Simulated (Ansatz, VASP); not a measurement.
**Two plane-wave programs on CdP2C**

```
CELL_PARAMETERS angstrom
3.31445 0.00000 0.00000
0.00000 3.31445 0.00000
0.00000 0.00000 6.18427
ATOMIC_POSITIONS crystal
Cd 0.00000 0.00000 0.00000
P 0.00000 0.50000 0.32958
P 0.50000 0.00000 0.67042
C 0.50000 0.50000 0.50000
```

Alike in both runs: task single point; functional PBE; k mesh 6 × 6 × 4; occupations fermi-dirac, width 0.02 eV; no spin polarisation.

|  | VASP | Ansatz |
| --- | --- | --- |
| version | VASP 6.6.1 | Ansatz 0.2.0 |
| potentials or method | VASP PAW PBE potentials, release 64 (Cd, P, C) | plane waves, PAW |
| plane-wave cutoff (eV) | 520 | 420 |
| valence electrons in the cell | 26 | 34 |

|  | VASP | Ansatz | Ansatz less VASP |
| --- | --- | --- | --- |
| pressure (GPa) | -2.2 | -2.3 | -0.12 |
| rms of the force components (eV/Å) | 0.020 | 0.001 | -0.0193 |

With one functional, cell and mesh, what is left measures potentials, basis and numerics. VASP's potentials hold 26 valence electrons a cell and Ansatz's 34, so a difference there can come from the potentials and not from the codes.
